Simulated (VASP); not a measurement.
# Re (P6_3/mmc) in VASP: a series of runs, part 2 of 2

VASP 6.6.1.

## Step 3: Single point, r2SCAN

This run uses another cell than the first one, of the same volume but with other edges.

POSCAR

```
Re
1.0
    2.6022811641      0.0000000000      0.0000000000
   -1.3011405821      2.2536415959      0.0000000000
    0.0000000000      0.0000000000      5.0517561441
Re
2
Direct
    0.3333333333      0.6666666667      0.2500000000
    0.6666666667      0.3333333333      0.7500000000
```

INCAR.step1

```
SYSTEM = Re
PREC = Accurate ; ENCUT = 520
ISMEAR = 0 ; SIGMA = 0.15
LREAL = .FALSE. ; LASPH = .TRUE.
NELM = 60 ; NBANDS = 14
GGA = PE ; ALGO = Normal
EDIFF = 1E-4 ; LWAVE = .TRUE.
LCHARG = .FALSE.
```

INCAR.step2

```
SYSTEM = Re
PREC = Accurate ; ENCUT = 520
EDIFF = 1E-6 ; ISMEAR = 0
SIGMA = 0.15 ; LREAL = .FALSE.
LASPH = .TRUE. ; NELM = 60
ALGO = Normal ; ISIF = 2
LWAVE = .FALSE. ; LCHARG = .TRUE.
METAGGA = R2SCAN ; LMIXTAU = .TRUE.
LELF = .TRUE. ; LVHAR = .TRUE.
NBANDS = 14 ; ISTART = 1
```

KPOINTS

```
regular mesh
0
G
  21 21 12
  0 0 0
```

Potentials or basis: VASP PAW PBE potentials, release 64 (Re).

Run with:

```
cat potpaw_PBE.64/Re/POTCAR > POTCAR
cp INCAR.step1 INCAR
mpirun -np 1 vasp_std > vasp.out
cp INCAR.step2 INCAR
mpirun -np 1 vasp_std > vasp.out
```

OUTCAR:

```text
SYSTEM = Re
   PREC = Accurate
   ENCUT = 520
   EDIFF = 1E-6
   ISMEAR = 0
   LREAL = .FALSE.
   LASPH = .TRUE.
   NELM = 60
   ISIF = 2
   METAGGA = R2SCAN
   ISTART = 1

 ion  position               nearest neighbor table
   1  0.333  0.667  0.250-   2 2.94   2 2.94   2 2.94   2 2.94   2 2.94   2 2.94
   2  0.667  0.333  0.750-   1 2.94   1 2.94   1 2.94   1 2.94   1 2.94   1 2.94

  LATTYP: Found a hexagonal cell.
 ALAT       =     2.6022811641
 C/A-ratio  =     1.9412799100

  Lattice vectors:

 A1 = (   2.6022811641,   0.0000000000,   0.0000000000)
 A2 = (  -1.3011405821,   2.2536415959,   0.0000000000)
 A3 = (   0.0000000000,   0.0000000000,   5.0517561441)

Analysis of symmetry for initial positions (statically):
=====================================================================
 Subroutine PRICEL returns:
 Original cell was already a primitive cell.

 Routine SETGRP: Setting up the symmetry group for a
 hexagonal supercell.

 Subroutine GETGRP returns: Found 24 space group operations
 (whereof 12 operations were pure point group operations)
 out of a pool of 24 trial point group operations.

The static configuration has the point symmetry D_3d.
[... 180 lines left out ...]
      8       6.6310      2.00000
      9       9.6487      0.00000
     10       9.6487      0.00000
     11      11.3931      0.00000
     12      11.3931      0.00000
     13      15.4588      0.00000
     14      22.1013      0.00000
[... 377 lines left out ...]
      1       0.0240      2.00000
      2       2.5967      2.00000
      3       3.6537      2.00000
      4       4.4025      2.00000
      5       4.7945      2.00000
      6       6.2510      2.00000
      7       6.6227      2.00000
      8       8.3228      0.04437
      9       9.2923      0.00000
     10       9.7785      0.00000
     11      11.0901      0.00000
     12      15.0906      0.00000
     13      15.4163      0.00000
     14      24.7577      0.00000

 [... further k-points ...]

------------------------ aborting loop because EDIFF is reached ----------------------------------------

  FORCE on cell =-STRESS in cart. coord.  units (eV):
  Direction    XX          YY          ZZ          XY          YZ          ZX
  --------------------------------------------------------------------------------------
  -------------------------------------------------------------------------------------
  Total        7.1326678      7.1326678     -7.7921751     -0.0000000      0.0000000     -0.0000000
  in kB      385.7279692    385.7279692   -421.3935059     -0.0000000      0.0000000     -0.0000000
  external PRESSURE =     116.6874775 kB  Pullay stress =       0.0000000 kB

 VOLUME and BASIS-vectors are now :
 -----------------------------------------------------------------------------
  energy-cutoff  :      520.00
  volume of cell :       29.63
      direct lattice vectors                 reciprocal lattice vectors
     2.602281164  0.000000000  0.000000000     0.384278230  0.221863140  0.000000000
    -1.301140582  2.253641596  0.000000000     0.000000000  0.443726279  0.000000000
     0.000000000  0.000000000  5.051756144     0.000000000  0.000000000  0.197950964

 POSITION                                       TOTAL-FORCE (eV/Angst)
 -----------------------------------------------------------------------------------
     -0.00000      1.50243      1.26294        -0.000000     -0.000000      0.000000
      1.30114      0.75121      3.78882         0.000000      0.000000      0.000000
 -----------------------------------------------------------------------------------
    total drift:                                0.000000     -0.000000     -0.000000

  FREE ENERGIE OF THE ION-ELECTRON SYSTEM (eV)
  ---------------------------------------------------
  free  energy   TOTEN  =      -103.9533715197 eV

  energy  without entropy=     -103.9309281671  energy(sigma->0) =     -103.94214984
```

OUTCAR.step1:

```text
SYSTEM = Re
   PREC = Accurate
   ENCUT = 520
   ISMEAR = 0
   LREAL = .FALSE.
   LASPH = .TRUE.
[... 633 lines left out ...]
     -0.00000      1.50243      1.26294         0.000000      0.000000      0.000000
      1.30114      0.75121      3.78882        -0.000000     -0.000000      0.000000
 -----------------------------------------------------------------------------------
    total drift:                                0.000000     -0.000000     -0.000000

  FREE ENERGIE OF THE ION-ELECTRON SYSTEM (eV)
  ---------------------------------------------------
  free  energy   TOTEN  =       -23.8841437890 eV

  energy  without entropy=      -23.8611547338  energy(sigma->0) =      -23.87264926
```

Run time: 8.8 min. Hardware: 1 thread of Oxide Virtual Turin-like, shared host; peak memory 0.22 GiB.

Results:

| Property | Result |
| --- | --- |
| Free energy | -103.9534 eV |
| Pressure | 11.7 GPa |
| Band gap on the k mesh | zero (bands 7 and 8 overlap by 3.18 eV) |

Caveat: the stress differs along the axes, from -42 to 39 GPa; the PAW data sets were made with another functional, which shifts forces and pressure a little; spin-orbit coupling is left out, which moves the levels of the heavy elements.

## Step 4: Single point, r2SCAN

This run uses another cell than the first one, of the same volume but with other edges.

POSCAR

```
Re
1.0
    2.8432738522      0.0000000000      0.0000000000
   -1.4216369261      2.4623473859      0.0000000000
    0.0000000000      0.0000000000      4.2316859794
Re
2
Direct
    0.3333333333      0.6666666667      0.2500000000
    0.6666666667      0.3333333333      0.7500000000
```

INCAR.step1

```
ALGO = Normal
EDIFF = 1E-4
ENCUT = 520
GGA = PE
ISMEAR = 0
LASPH = T
LCHARG = F
LREAL = F
LWAVE = T
NBANDS = 14
NELM = 100
PREC = Accurate
SIGMA = 0.15
```

INCAR.step2

```
ALGO = Normal
EDIFF = 1E-7
ENCUT = 520
ISIF = 2
ISMEAR = 0
ISTART = 1
LASPH = T
LCHARG = T
LELF = T
LMIXTAU = T
LREAL = F
LVHAR = T
LWAVE = F
METAGGA = R2SCAN
NBANDS = 14
NELM = 100
PREC = Accurate
SIGMA = 0.15
```

KPOINTS

```
k-points
0
Gamma
  21 21 12
```

Run with:

```
cat potpaw_PBE.64/Re/POTCAR > POTCAR
cp INCAR.step1 INCAR
mpirun -np 1 vasp_std > vasp.out
cp INCAR.step2 INCAR
mpirun -np 1 vasp_std > vasp.out
```

It took 9.8 min on 1 thread of Oxide Virtual Turin-like, shared host; peak memory 0.22 GiB.

It converged, with:

```yaml
Free_energy: -104.7371 eV
Pressure: -0.4 GPa
Band_gap_on_the_k_mesh: zero (bands 7 and 8 overlap by 3.40 eV)
```

Stress tensor (GPa, compression positive):
```
-10.83   0.00   0.00
  0.00 -10.83   0.00
  0.00   0.00  20.60
```

Levels at points of the mesh, in eV from the Fermi level:
```tsv
k point	band 5	band 6	band 7	band 8	band 9	band 10
(0.00, 0.00, 0.00)	-0.65	-0.65	-0.54	-0.54	-0.54	1.59
(0.00, 0.00, 0.50)	-2.15	-2.15	-1.91	-1.91	2.78	2.78
```

Caveat: the stress differs along the axes, from -11 to 21 GPa; the PAW data sets were made with another functional, which shifts forces and pressure a little; spin-orbit coupling is left out, which moves the levels of the heavy elements.

## Step 5: Single point, r2SCAN

This run uses another cell than the first one, of the same volume but with other edges.

POSCAR

```
Re
1.0
    2.6788623912      0.0000000000      0.0000000000
   -1.3394311956      2.3199628840      0.0000000000
    0.0000000000      0.0000000000      4.7670532633
Re
2
Direct
    0.3333333333      0.6666666667      0.2500000000
    0.6666666667      0.3333333333      0.7500000000
```

INCAR.step1 is that of step 4.

INCAR.step2 is that of step 4.

KPOINTS is that of step 4.

Run with:

```
cat potpaw_PBE.64/Re/POTCAR > POTCAR
cp INCAR.step1 INCAR
mpirun -np 1 vasp_std > vasp.out
cp INCAR.step2 INCAR
mpirun -np 1 vasp_std > vasp.out
```

It took 9.8 min on 1 thread of Oxide Virtual Turin-like, shared host; peak memory 0.21 GiB.

Results (log left out):

```yaml
Free_energy: -104.6374 eV
Pressure: 0.9 GPa
Band_gap_on_the_k_mesh: zero (bands 7 and 8 overlap by 3.07 eV)
```

Stress tensor (GPa, compression positive):
```
 16.06   0.00   0.00
  0.00  16.06   0.00
  0.00   0.00 -29.48
```

Levels at points of the mesh, in eV from the Fermi level:
| k point | band 4 | band 5 | band 6 | band 7 | band 8 | band 9 | band 10 | band 11 |
| --- | --- | --- | --- | --- | --- | --- | --- | --- |
| (0.00, 0.00, 0.00) | -1.66 | -1.66 | -1.07 | -1.07 | -0.74 | 0.98 | 0.98 | 3.40 |
| (0.00, 0.00, 0.50) | -3.33 | -1.62 | -1.62 | -1.62 | -1.62 | 2.55 | 2.55 | 2.55 |

Caveat: the stress differs along the axes, from -29 to 16 GPa; the PAW data sets were made with another functional, which shifts forces and pressure a little; spin-orbit coupling is left out, which moves the levels of the heavy elements.

## Step 6: The runs side by side

| cell | gap on the mesh (eV) | pressure (GPa) |
| --- | --- | --- |
| a = 2.919, b = 2.919, c = 4.014 Å, angles 90.0, 90.0, 120.0°, 2 atoms | none | 5.7 |
| a = 2.602, b = 2.602, c = 5.052 Å, angles 90.0, 90.0, 120.0°, 2 atoms | none | 11.7 |
| a = 2.843, b = 2.843, c = 4.232 Å, angles 90.0, 90.0, 120.0°, 2 atoms | none | -0.4 |
| a = 2.679, b = 2.679, c = 4.767 Å, angles 90.0, 90.0, 120.0°, 2 atoms | none | 0.9 |

Alike in all rows: task single point; level r2SCAN; potentials or basis VASP PAW PBE potentials, release 64 (Re); no spin polarisation; k mesh 21 × 21 × 12; cutoff (eV) 520; smearing gaussian 0.15 eV.

Caveats: the PAW data sets were made with another functional, which shifts forces and pressure a little; spin-orbit coupling is left out, which moves the levels of the heavy elements; the stress differs along the axes, from -11 to 39 GPa (at least some runs); the stress differs along the axes, from -42 to 39 GPa (at least some runs); the stress differs along the axes, from -11 to 21 GPa (at least some runs); the stress differs along the axes, from -29 to 16 GPa (at least some runs).

Total energies depend on the potentials used, so only differences within one code and one set of settings carry meaning.
